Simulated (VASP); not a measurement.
Wanted: the native input for a VASP 6.6.1 run.

```
Task                   : single point
Functional             : PBEsol
Potentials or basis    : VASP PAW PBE potentials, release 64 (Sn_d)
Cutoff                 : 520 eV
k mesh                 : 20 × 20 × 20
Occupations            : gaussian, width 0.15 eV
Spin                   : no spin polarisation
Dipole correction      : no
Further INCAR settings : ALGO = Fast; EDIFF = 1e-07; NBANDS = 13
```

The structure of Sn lies in POSCAR:

```
Sn
1.0
   -1.4587075015      1.9205376757      1.9205376757
    1.9205376757     -1.4587075015      1.9205376757
    1.9205376757      1.9205376757     -1.4587075015
Sn
1
Direct
    0.0000000000      0.0000000000      0.0000000000
```

This cell differs from its parent crystal: ratio of the length along [111] to the lengths across it x 1.41, volume and fractional coordinates fixed.

The input as run:

INCAR

```
PREC = Accurate ; ENCUT = 520
EDIFF = 1E-7 ; ISMEAR = 0
SIGMA = 0.15 ; LREAL = False
LASPH = True ; NELM = 80
ALGO = Fast ; ISIF = 2
LWAVE = False ; LCHARG = False
GGA = PS ; NBANDS = 13
```

KPOINTS

```
regular mesh
0
Gamma
  20 20 20
```

Potentials or basis: VASP PAW PBE potentials, release 64 (Sn_d).

The run is started by

```console
$ cat potpaw_PBE.64/Sn_d/POTCAR > POTCAR
$ mpirun -np 1 vasp_std > vasp.out
```

Results of the run:

```json
{
  "Pressure": "0.4 GPa",
  "Band gap on the k mesh": "zero (bands 7 and 8 overlap by 7.26 eV)"
}
```

Caveat: the PAW data sets were made with another functional, which shifts forces and pressure a little; spin-orbit coupling is left out, which moves the levels of the heavy elements.

Wall time 4.3 min on 1 thread of Intel Xeon 8259CL (shared host), peak memory 0.35 GiB.
